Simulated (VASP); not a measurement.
# Si4C5 in VASP: further runs, part 2 of 2

VASP 6.6.1. The steps go on from the part before.

### Step 5. Single point, PBE, collinear spin

The input, INCAR:

```
SYSTEM = Si4C5
PREC = Accurate
ENCUT = 520
EDIFF = 1E-7
ISMEAR = 0
SIGMA = 0.05
LREAL = .False.
LASPH = .True.
NELM = 150
ALGO = Normal
ISIF = 2
LWAVE = .False.
LCHARG = .False.
ISPIN = 2
MAGMOM = 0 0 0 0 2 0 0 0 0
LORBIT = 11
LDIPOL = .True.
IDIPOL = 3
DIPOL = 0.5 0.5 0.345
GGA = PE
NBANDS = 32
LUSENCCL = .False.
```

The input, KPOINTS:

```
Automatic mesh
0
Gamma
  9 9 1
  0 0 0
```

The input, POSCAR:

```
Si4C5
1.0
    3.0920147208      0.0000000000      0.0000000000
   -1.5460073604      2.6777632971      0.0000000000
    0.0000000000      0.0000000000     25.2337106667
C Si
5 4
Direct
    0.3333333333      0.6666666667      0.1585181051
    0.6666666667      0.3333333333      0.2590546646
    0.3333333333      0.6666666667      0.3607902149
    0.6666666667      0.3333333333      0.4623551549
    0.7777777778      0.2222222222      0.5272197515
    0.6666666667      0.3333333333      0.1834768895
    0.3333333333      0.6666666667      0.2840134490
    0.6666666667      0.3333333333      0.3842867907
    0.3333333333      0.6666666667      0.4848161584
```

Potentials or basis: VASP PAW PBE potentials, release 64 (C, Si).

On the command line:

```bash
$ cat potpaw_PBE.64/C/POTCAR potpaw_PBE.64/Si/POTCAR > POTCAR
$ mpirun -np 1 vasp_std > vasp.out
```

OUTCAR:

```text
SYSTEM = Si4C5
   PREC = Accurate
   ENCUT = 520
   EDIFF = 1E-7
   ISMEAR = 0
   LREAL = .False.
   LASPH = .True.
   NELM = 150
   ISIF = 2
   ISPIN = 2
   LORBIT = 11
   GGA = PE

 ion  position               nearest neighbor table
   1  0.333  0.667  0.159-   6 1.89   6 1.89   6 1.89
   2  0.667  0.333  0.259-   7 1.89   7 1.89   7 1.89   6 1.91
   3  0.333  0.667  0.361-   8 1.88   8 1.88   8 1.88   7 1.94
   4  0.667  0.333  0.462-   5 1.74   9 1.87   9 1.87   9 1.87   8 1.97
   5  0.778  0.222  0.527-   4 1.74   9 1.90   9 1.90   9 2.61
   6  0.667  0.333  0.183-   1 1.89   1 1.89   1 1.89   2 1.91   7 3.10   7 3.10   7 3.10
   7  0.333  0.667  0.284-   2 1.89   2 1.89   2 1.89   3 1.94   8 3.10   8 3.10   8 3.10   6 3.10
                             6 3.10   6 3.10
   8  0.667  0.333  0.384-   3 1.88   3 1.88   3 1.88   4 1.97   7 3.10   7 3.10   7 3.10   9 3.10
                             9 3.10   9 3.10
   9  0.333  0.667  0.485-   4 1.87   4 1.87   4 1.87   5 1.90   5 1.90   5 2.61   8 3.10   8 3.10
                             8 3.10

  LATTYP: Found a hexagonal cell.
 ALAT       =     3.0920147208
 C/A-ratio  =     8.1609283736

  Lattice vectors:

 A1 = (   3.0920147208,   0.0000000000,   0.0000000000)
 A2 = (  -1.5460073604,   2.6777632971,   0.0000000000)
 A3 = (   0.0000000000,   0.0000000000,  25.2337106667)

Analysis of symmetry for initial positions (statically):
=====================================================================
 Subroutine PRICEL returns:
 Original cell was already a primitive cell.

 Routine SETGRP: Setting up the symmetry group for a
 hexagonal supercell.

 Subroutine GETGRP returns: Found  2 space group operations
 (whereof  2 operations were pure point group operations)
 out of a pool of 24 trial point group operations.

The static configuration has the point symmetry C_1h.

Analysis of symmetry for dynamics (positions and initial velocities):
=====================================================================
 Subroutine PRICEL returns:
 Original cell was already a primitive cell.

 Routine SETGRP: Setting up the symmetry group for a
 hexagonal supercell.

 Subroutine GETGRP returns: Found  2 space group operations
 (whereof  2 operations were pure point group operations)
 out of a pool of 24 trial point group operations.

The dynamic configuration has the point symmetry C_1h.

Analysis of structural, dynamic, and magnetic symmetry:
=====================================================================
 Subroutine PRICEL returns:
 Original cell was already a primitive cell.

 Routine SETGRP: Setting up the symmetry group for a
 hexagonal supercell.

 Subroutine GETGRP returns: Found  2 space group operations
 (whereof  2 operations were pure point group operations)
 out of a pool of 24 trial point group operations.

The overall configuration has the point symmetry C_1h.

 Subroutine INISYM returns: Found  2 space group operations
 (whereof  2 operations are pure point group operations),
 and found     1 'primitive' translations

----------------------------------------------------------------------------------------

                                     Primitive cell

  volume of cell :     208.9271
[... 124 lines left out ...]
  Fermi-wavevector in a.u.,A,eV,Ry     =   0.910984  1.721510 11.291362  0.829892
  Thomas-Fermi vector in A             =   2.035210
   LORBIT       =     11    0 simple, 1 ext, 2 COOP (PROOUT), +10 PAW based schemes
   GGA     = PE    functional components
   LHFCALC =     F    Hartree Fock is set to
   AEXX    =    0.0000 exact exchange contribution
   IVDW    =     0    specifies the selected vdW correction
   LEPSILON=     F    determine dielectric tensor
   LRPA    =     F    only Hartree local field effects (RPA)
 spin polarized calculation
 Gauss-broadening in eV      SIGMA  =   0.05
  energy-cutoff  :      520.00
  volume of cell :      208.93
 maximum number of plane-waves:      5652
   NGX = 11   NGY = 11   NGZ = 93

 dipolmoment           0.000000      0.000000     -0.002889 electrons x Angstroem

 number of electron      36.0000001 magnetization       0.0215499

 number of electron      36.0000001 magnetization      -0.0073478

 dipolmoment           0.000000      0.000000      0.021614 electrons x Angstroem

 Free energy of the ion-electron system (eV)
  ---------------------------------------------------
  ext. energy  EPLUGINS =         0.00000000
  ---------------------------------------------------
  free energy    TOTEN  =       -61.92326502 eV

  energy without entropy =      -61.92159178  energy(sigma->0) =      -61.92242840

 E-fermi :   0.5095     XC(G=0):  -5.5230

 val. band max:        0.4808976213   @ k =  -0.1111   0.1111   0.0000
 cond. band min:       0.5314331203   @ k =  -0.1111   0.2222   0.0000
 fundamental gap:      0.0505354990
 Fermi energy:         0.5095085825

 spin component 1

 k-point     1 :       0.0000    0.0000    0.0000
  band No.  band energies     occupation
      1     -17.3111      1.00000
      2     -15.7704      1.00000
      3     -14.4728      1.00000
      4     -12.4100      1.00000
      5     -10.6071      1.00000
      6      -7.3542      1.00000
[... 781 lines left out ...]
     29       8.5208      0.00000
     30       9.0194      0.00000

 [... further k-points ...]

 spin component 2

 k-point     1 :       0.0000    0.0000    0.0000
  band No.  band energies     occupation
      1     -17.0519      1.00000
      2     -15.7895      1.00000
      3     -14.5677      1.00000
      4     -12.7470      1.00000
      5     -10.3224      1.00000
      6      -7.4210      1.00000
[... 781 lines left out ...]
     29       8.5077      0.00000
     30       8.9503      0.00000

 [... further k-points ...]

 [bands above 30 left out]

------------------------ aborting loop because EDIFF is reached ----------------------------------------

 vacuum level on the upper side and lower side of the slab       (xc-potential included)         0.260        -0.194

  FORCE on cell =-STRESS in cart. coord.  units (eV):
  Direction    XX          YY          ZZ          XY          YZ          ZX
  --------------------------------------------------------------------------------------
  -------------------------------------------------------------------------------------
  Total        2.6529929      2.2252151     -1.3832947     -0.3704665     -0.2194709      0.3801523
  in kB       20.3447245     17.0642700    -10.6079253     -2.8409569     -1.6830328      2.9152333
  external PRESSURE =       8.9336897 kB  Pullay stress =       0.0000000 kB

 VOLUME and BASIS-vectors are now :
 -----------------------------------------------------------------------------
  energy-cutoff  :      520.00
  volume of cell :      208.93
      direct lattice vectors                 reciprocal lattice vectors
     3.092014721  0.000000000  0.000000000     0.323413725  0.186723001 -0.000000000
    -1.546007360  2.677763297  0.000000000     0.000000000  0.373446003  0.000000000
     0.000000000  0.000000000 25.233710667     0.000000000 -0.000000000  0.039629526

 POSITION                                       TOTAL-FORCE (eV/Angst)
 -----------------------------------------------------------------------------------
     -0.00000      1.78518      4.00000        -0.000260      0.000150      2.553798
      1.54601      0.89259      6.53691        -0.001774      0.001024      0.930681
     -0.00000      1.78518      9.10408         0.049526     -0.028594     -0.276394
      1.54601      0.89259     11.66694        -1.419730      0.819681     -2.650102
      2.06134      0.59506     13.30371         0.410592     -0.237055     -0.670768
      1.54601      0.89259      4.62980         0.000376     -0.000217     -2.959055
     -0.00000      1.78518      7.16671         0.029315     -0.016925     -0.458838
      1.54601      0.89259      9.69698         0.224484     -0.129606      0.588943
     -0.00000      1.78518     12.23371         0.707470     -0.408458      2.941734
 -----------------------------------------------------------------------------------
    total drift:                               -0.000070      0.000040     -0.000011

  FREE ENERGIE OF THE ION-ELECTRON SYSTEM (eV)
  ---------------------------------------------------
  free  energy   TOTEN  =       -61.9232650208 eV

  energy  without entropy=      -61.9215917766  energy(sigma->0) =      -61.92242840

 vacuum level on the upper side and lower side of the slab         6.667         6.190

 total charge

# of ion       s       p       d       tot
------------------------------------------
    1        0.862   1.536   0.000   2.398
    2        0.842   1.684   0.000   2.527
    3        0.840   1.693   0.000   2.533
    4        0.850   1.691   0.000   2.541
    5        0.965   1.318   0.000   2.282
    6        0.707   0.963   0.000   1.670
    7        0.707   0.946   0.000   1.653
    8        0.708   0.928   0.000   1.636
    9        0.678   0.976   0.000   1.654
--------------------------------------------------
tot          7.157  11.735   0.000  18.892

 magnetization (x)

# of ion       s       p       d       tot
------------------------------------------
    1       -0.049  -0.309   0.000  -0.357
    2       -0.008  -0.044   0.000  -0.052
    3       -0.001  -0.003   0.000  -0.003
    4        0.004   0.056   0.000   0.060
    5        0.028   0.335   0.000   0.363
    6        0.003   0.008   0.000   0.011
    7       -0.003  -0.005   0.000  -0.008
    8        0.000   0.001   0.000   0.001
    9        0.012   0.022   0.000   0.035
--------------------------------------------------
tot         -0.013   0.063   0.000   0.049
```

Wall time 7.5 min (1 × NVIDIA H100 80GB with 1 thread of AMD EPYC 7R13 (Zen 3), shared host); peak memory 1.5 GiB.

What came out:

```
Free energy                                           : -61.9233 eV
Largest force                                         : 3.116 eV/Å
Band gap on the k mesh                                : zero (filled and empty bands overlap)
Net moment                                            : -0.01 μB per cell
Site moments                                          : C -0.36, -0.05, -0.00, +0.06, +0.36; Si +0.01, -0.01, +0.00, +0.04 μB
Valence electrons inside the program's atomic spheres : C 2.40, 2.53, 2.54, 2.28 (each value once); Si 1.67, 1.65, 1.64 (each value once)
```

Forces in eV/Å, atoms in the order of the input:
```
C    0.000  0.000  2.554
C   -0.002  0.001  0.931
C    0.050 -0.029 -0.276
C   -1.420  0.820 -2.650
C    0.411 -0.237 -0.671
Si   0.000  0.000 -2.959
Si   0.029 -0.017 -0.459
Si   0.224 -0.130  0.589
Si   0.707 -0.408  2.942
```

Levels at points of the mesh, in eV from the Fermi level:
Spin up:
| k point | band 14 | band 15 | band 16 | band 17 | band 18 | band 19 | band 20 | band 21 | band 22 | band 23 |
| --- | --- | --- | --- | --- | --- | --- | --- | --- | --- | --- |
| (0.00, 0.00, 0.00) | -1.76 | -0.36 | -0.23 | -0.12 | -0.12 | 0.20 | 2.16 | 3.68 | 4.15 | 5.04 |
Spin down:
```tsv
k point	band 15	band 16	band 17	band 18	band 19	band 20	band 21	band 22
(0.00, 0.00, 0.00)	-1.40	-0.49	-0.49	0.63	1.11	2.39	3.68	4.23
```

### Step 6. Single point, PBE, collinear spin

The input, INCAR:

```
PREC = Accurate ; ENCUT = 520
EDIFF = 1E-7 ; ISMEAR = 0
SIGMA = 0.05 ; LREAL = False
LASPH = True ; NELM = 150
ALGO = Normal ; ISIF = 2
LWAVE = False ; LCHARG = False
ISPIN = 2 ; MAGMOM = 0 0 0 0 2 0 0 0 0
LORBIT = 11 ; LDIPOL = True
IDIPOL = 3 ; DIPOL = 0.5 0.5 0.349
GGA = PE ; NBANDS = 32
LUSENCCL = False
```

The input, KPOINTS:

```
Automatic mesh
0
Gamma
  9 9 1
```

Changes to POSCAR since step 5:

```diff
@@ -12,3 +12,3 @@
     0.6666666667      0.3333333333      0.4623551549
-    0.7777777778      0.2222222222      0.5272197515
+    0.7777777778      0.2222222222      0.5652640967
     0.6666666667      0.3333333333      0.1834768895
```

Potentials or basis: VASP PAW PBE potentials, release 64 (C, Si).

On the command line:

```bash
$ cat potpaw_PBE.64/C/POTCAR potpaw_PBE.64/Si/POTCAR > POTCAR
$ mpirun -np 1 vasp_std > vasp.out
```

OUTCAR:

```text
PREC = Accurate
   ENCUT = 520
   EDIFF = 1E-7
   ISMEAR = 0
   LREAL = False
   LASPH = True
   NELM = 150
   ISIF = 2
   ISPIN = 2
   LORBIT = 11
   GGA = PE

 ion  position               nearest neighbor table
   1  0.333  0.667  0.159-   6 1.89   6 1.89   6 1.89
   2  0.667  0.333  0.259-   7 1.89   7 1.89   7 1.89   6 1.91
   3  0.333  0.667  0.361-   8 1.88   8 1.88   8 1.88   7 1.94
   4  0.667  0.333  0.462-   9 1.87   9 1.87   9 1.87   8 1.97
   5  0.778  0.222  0.565-   9 2.57   9 2.57
   6  0.667  0.333  0.183-   1 1.89   1 1.89   1 1.89   2 1.91   7 3.10   7 3.10   7 3.10
   7  0.333  0.667  0.284-   2 1.89   2 1.89   2 1.89   3 1.94   8 3.10   8 3.10   8 3.10   6 3.10
                             6 3.10   6 3.10
   8  0.667  0.333  0.384-   3 1.88   3 1.88   3 1.88   4 1.97   7 3.10   7 3.10   7 3.10   9 3.10
                             9 3.10   9 3.10
   9  0.333  0.667  0.485-   4 1.87   4 1.87   4 1.87   5 2.57   5 2.57   8 3.10   8 3.10   8 3.10

  LATTYP: Found a hexagonal cell.
 ALAT       =     3.0920147208
 C/A-ratio  =     8.1609283736
[... 1846 lines left out ...]
    total drift:                               -0.000010      0.000006     -0.000130

  FREE ENERGIE OF THE ION-ELECTRON SYSTEM (eV)
  ---------------------------------------------------
  free  energy   TOTEN  =       -60.4347871371 eV

  energy  without entropy=      -60.4315986328  energy(sigma->0) =      -60.43319288

 vacuum level on the upper side and lower side of the slab         6.819         6.256

 total charge

# of ion       s       p       d       tot
------------------------------------------
    1        0.863   1.535   0.000   2.398
    2        0.843   1.683   0.000   2.526
    3        0.839   1.694   0.000   2.532
    4        0.848   1.670   0.000   2.517
    5        1.044   0.948   0.000   1.992
    6        0.707   0.964   0.000   1.671
    7        0.707   0.946   0.000   1.653
    8        0.711   0.948   0.000   1.660
    9        0.712   0.884   0.000   1.595
--------------------------------------------------
tot          7.273  11.271   0.000  18.544

 magnetization (x)

# of ion       s       p       d       tot
------------------------------------------
    1       -0.048  -0.315   0.000  -0.363
    2       -0.008  -0.048   0.000  -0.056
    3        0.000  -0.002   0.000  -0.002
    4        0.012   0.033   0.000   0.044
    5        0.021   0.432   0.000   0.452
    6        0.003   0.009   0.000   0.012
    7       -0.002  -0.003   0.000  -0.005
    8        0.005   0.018   0.000   0.023
    9       -0.005  -0.001   0.000  -0.006
--------------------------------------------------
tot         -0.022   0.122   0.000   0.100
```

stdout:

```text
Offloading initialized ...    1 GPUs detected
 POSCAR found type information on POSCAR C Si
 POSCAR found :  2 types and       9 ions
 scaLAPACK will be used selectively (only on CPU)
 LDA part: xc-table for (Slater+PW92), standard interpolation
 POSCAR, INCAR and KPOINTS ok, starting setup
 FFT: planning ... GRIDC
 FFT: planning ... GRID_SOFT
 FFT: planning ... GRID
 WAVECAR not read
 entering main loop
```

Run time: 12 min. Hardware: 1 × NVIDIA H100 80GB with 1 thread of AMD EPYC 7R13 (Zen 3), shared host; peak memory 1.5 GiB.

Results:

| Item | Value |
| --- | --- |
| Free energy | -60.4348 eV |
| Largest force | 2.875 eV/Å |
| Net moment | 0.11 μB per cell |
| Site moments | C -0.36, -0.06, -0.00, +0.04, +0.45; Si +0.01, -0.01, +0.02 (each value once) μB |
| Valence electrons inside the program's atomic spheres | C 2.40, 2.53, 2.52, 1.99 (each value once); Si 1.67, 1.65, 1.66, 1.59 |

Forces in eV/Å, atoms in the order of the input:
```
C   -0.001  0.001  2.528
C    0.002 -0.001  0.807
C   -0.014  0.008 -0.446
C   -0.194  0.112 -1.344
C    0.284 -0.164 -1.236
Si  -0.001  0.001 -2.875
Si  -0.008  0.005 -0.309
Si  -0.045  0.026  0.538
Si  -0.023  0.013  2.337
```

### Step 7. The runs side by side

```csv
cell,gap on the mesh (eV),moment (μB),largest force (eV/Å)
"as given, atomic positions A",none,0.99,7.48
"as given, atomic positions B",none,0.15,2.83
"as given, atomic positions C",none,0.88,2.83
"as given, atomic positions D",none,0.01,3.12
"as given, atomic positions E",none,0.11,2.87
```

Alike in all rows: task single point; level PBE; potentials or basis VASP PAW PBE potentials, release 64 (C, Si); spin collinear; k mesh 9 × 9 × 1; cutoff (eV) 520; smearing gaussian 0.05 eV.

Absolute energies hang on the potentials; compare differences alone.
